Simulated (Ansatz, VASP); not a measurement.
## One calculation of In3GaSbN, two programs

```xyz
6
Lattice="4.7306 0.0000 0.0000 -2.3653 4.0968 0.0000 0.0000 0.0000 11.4344" Properties=species:S:1:pos:R:3 pbc="T T T"
In    2.3653    1.3656    2.9184
In    2.3653    1.3656    8.5160
In    2.3653    1.3656    0.0000
Ga    2.3653    1.3656    5.7172
Sb    0.0000    0.0000    0.0000
N     0.0000    2.7312    0.0000
```

Alike in both runs: functional PBE; k mesh 6 × 6 × 2; occupations gaussian, width 0.1 eV; no spin polarisation.

Ansatz relaxed the structure, and its values are those at the end. VASP's run is a single point on that final structure, the one shown.

|  | VASP | Ansatz |
| --- | --- | --- |
| version | VASP 6.6.1 | Ansatz 0.2.0 |
| potentials or method | VASP PAW PBE potentials, release 64 (In_d, Ga_d, Sb, N), cutoff 520 eV | scalar-relativistic, plane waves, PAW |
| valence electrons in the cell | 62 | 72 |

Ansatz gave:

```
gap on the k mesh at the Fermi level (eV) : none
pressure (GPa)                            : 0.0
```

Task: Estimate VASP's values.

Result: gap on the k mesh at the Fermi level (eV): none; pressure (GPa): -0.1.

A gap of «none» marks a metal or a gap that the smearing closes. The functional is the same, so the differences come from potentials, cutoffs and numerics. VASP's potentials hold 62 valence electrons a cell and Ansatz's 72, so a difference there can come from the potentials and not from the codes.

Neither program's run includes spin-orbit coupling.
